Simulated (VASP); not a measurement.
Runs of VASP 6.6.1 on ZnCu. The structure is that of space group Pm-3m (No. 221), or close to it. The cells are those of the table. 

```csv
cell,gap on the mesh (eV),pressure (GPa)
"a = 2.945 Å, 2 atoms",none,2.9
"a = 2.920 Å, 2 atoms",none,(a)
"a = 2.843 Å, 2 atoms",none,20.3
"a = 2.869 Å, 2 atoms",none,(b)
"a = 3.017 Å, 2 atoms",none,-4.9
```

Alike in all rows: task single point; level PBE; potentials or basis VASP PAW PBE potentials, release 64 (Zn, Cu); no spin polarisation; k mesh 10 × 10 × 10; cutoff (eV) 520; smearing methfessel-paxton 0.1 eV.

Problem. Estimate the missing entries.

Solution. (a) 6.3; (b) 15.0.

A gap of «none» marks levels without a gap at the run's occupations.
